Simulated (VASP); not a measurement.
A run of VASP 6.6.1 is set up as follows.

INCAR

```
PREC = Accurate ; ENCUT = 520
EDIFF = 1E-7 ; ISMEAR = 0
SIGMA = 0.015 ; LREAL = F
LASPH = T ; NELM = 100
ALGO = Fast ; ISIF = 2
LWAVE = F ; LCHARG = T
GGA = PE ; LELF = T
LVHAR = T ; NBANDS = 16
```

Contents of KPOINTS:

```
regular mesh
0
Gamma
  11 11 6
```

Contents of POSCAR:

```
Ir
1.0
    2.7513778946      0.0000000000      0.0000000000
   -1.3756889473      2.3827631521      0.0000000000
    0.0000000000      0.0000000000      4.4622900000
Ir
2
Direct
    0.3333333333      0.6666666667      0.2500000000
    0.6666666667      0.3333333333      0.7500000000
```

Potentials or basis: VASP PAW PBE potentials, release 64 (Ir).

Run with:

```sh
$ cat potpaw_PBE.64/Ir/POTCAR > POTCAR
$ mpirun -np 1 vasp_std > vasp.out
```

**Question.** Estimate the pressure.

**Answer.** -1.0 GPa.

**Question.** What does it give for the band gap on the k mesh?

**Answer.** Zero (bands 9 and 10 overlap by 3.07 eV).

Stress tensor (GPa, compression positive):
```
-1.34  0.00  0.00
 0.00 -1.34  0.00
 0.00  0.00 -0.20
```

Caveat: spin-orbit coupling is left out, which moves the levels of the heavy elements.
